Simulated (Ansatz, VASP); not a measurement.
One calculation of Ge4MoW, two programs

```xyz
6
Lattice="3.3398 0.0000 0.0000 0.0000 3.3398 0.0000 0.0000 0.0000 8.2882" Properties=species:S:1:pos:R:3 pbc="T T T"
Ge    0.0000    0.0000    5.4929
Ge    1.6699    1.6699    1.3381
Ge    0.0000    0.0000    2.7953
Ge    1.6699    1.6699    6.9501
Mo    0.0000    0.0000    0.0000
W     1.6699    1.6699    4.1441
```

Alike in both runs: task relaxation of cell and atoms; functional PBE; k mesh 12 × 12 × 6; occupations gaussian, width 0.1 eV; no spin polarisation.

```csv
,VASP,Ansatz
version,VASP 6.6.1,Ansatz 0.2.0
potentials or method,"VASP PAW PBE potentials, release 64 (Ge_d, Mo_sv, W_sv), cutoff 600 eV","scalar-relativistic, plane waves, PAW"
valence electrons in the cell,84,84
```

|  | VASP | Ansatz | Ansatz less VASP |
| --- | --- | --- | --- |
| gap on the k mesh at the Fermi level, each at its own relaxed structure (eV) | none | none | - |
| relaxed volume (Å³/atom) | 15.41 | 15.41 | 0.000 |
| relaxed cell length with the largest relative difference (Å) | 3.340 | 3.340 | 0.0000 |

A gap of «none» marks a metal or a gap that the smearing closes.

Spin-orbit coupling is off throughout. Noted on VASP's run: the relaxation stopped at its first step, so nothing moved.
